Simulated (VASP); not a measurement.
Write the native input for VASP 6.6.1 that does the following.

```
Task                   : single point
Functional             : LDA
Potentials or basis    : VASP PAW LDA potentials, release 64 (Hf_pv, C)
Cutoff                 : 520 eV
k mesh                 : 10 × 10 × 10
Occupations            : fermi-dirac, width 0.05 eV
Spin                   : no spin polarisation
Hubbard terms          : Hf d U = 2.0 eV
Dipole correction      : no
Further INCAR settings : ALGO = Normal; EDIFF = 1e-06; NBANDS = 14
```

The structure of HfC lies in POSCAR:

```
HfC
1.0
    0.0000000000      2.2963686904      2.2963686904
    2.2963686904      0.0000000000      2.2963686904
    2.2963686904      2.2963686904      0.0000000000
Hf C
1 1
Direct
    0.5000000000      0.5000000000      0.5000000000
    0.0000000000      0.0000000000      0.0000000000
```

The input as run:

INCAR

```
SYSTEM = HfC
PREC = Accurate ; ENCUT = 520
EDIFF = 1E-6 ; ISMEAR = -1
SIGMA = 0.05 ; LREAL = .False.
LASPH = .True. ; NELM = 150
ALGO = Normal ; ISIF = 2
LWAVE = .False. ; LCHARG = .False.
LMAXMIX = 4 ; LDAU = .True.
LDAUTYPE = 2 ; LDAUL = 2 -1
LDAUU = 2 0 ; LDAUJ = 0 0
LDAUPRINT = 1 ; GGA = CA
NBANDS = 14
```

KPOINTS

```
Automatic mesh
0
Gamma
  10 10 10
  0 0 0
```

Potentials or basis: VASP PAW LDA potentials, release 64 (Hf_pv, C).

Command:

```sh
$ cat potpaw_LDA.64/Hf_pv/POTCAR potpaw_LDA.64/C/POTCAR > POTCAR
$ mpirun -np 1 vasp_std > vasp.out
```

It gave:

```
Pressure               : 4.9 GPa
Band gap on the k mesh : zero (band 7 reaches 7.36 eV, above the bottom of band 8 at 5.98 eV)
```

Caveat: spin-orbit coupling is left out, which moves the levels of the heavy elements; U without spin polarisation on a metal has little footing; the U is typed as a test and isn't derived for this compound.

Run time: 8.4 s on 1 thread of Intel(R) Xeon(R) Platinum 8259CL CPU @ 2.50GHz (Skylake/Cascade Lake), with other jobs on the host, peak memory 0.14 GiB.
